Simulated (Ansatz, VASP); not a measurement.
**One calculation of HgTe, two programs**

```
Hg Te
1.0
     0.00000    3.21450    3.21450
     3.21450    0.00000    3.21450
     3.21450    3.21450    0.00000
Hg Te
1 1
Direct
  0.00000 0.00000 0.00000
  0.75000 0.75000 0.75000
```

Alike in both runs: task relaxation of cell and atoms; functional PBEsol; k mesh 7 × 7 × 7; occupations fermi-dirac, width 0.05 eV; no spin polarisation.

|  | VASP | Ansatz |
| --- | --- | --- |
| version | VASP 6.6.1 | Ansatz 0.2.0 |
| potentials or method | VASP PAW PBE potentials, release 64 (Hg, Te), cutoff 600 eV | all-electron LAPW, scalar-relativistic |

```tsv
	VASP	Ansatz	Ansatz less VASP
relaxed volume (Å³/atom)	34.61	34.51	-0.101
relaxed cell length with the largest relative difference (Å)	4.609	4.604	-0.0045
```

VASP's potentials were made for PBE, not for PBEsol. Ansatz ran all-electron here, and VASP with PAW potentials.

Spin-orbit coupling is off throughout.
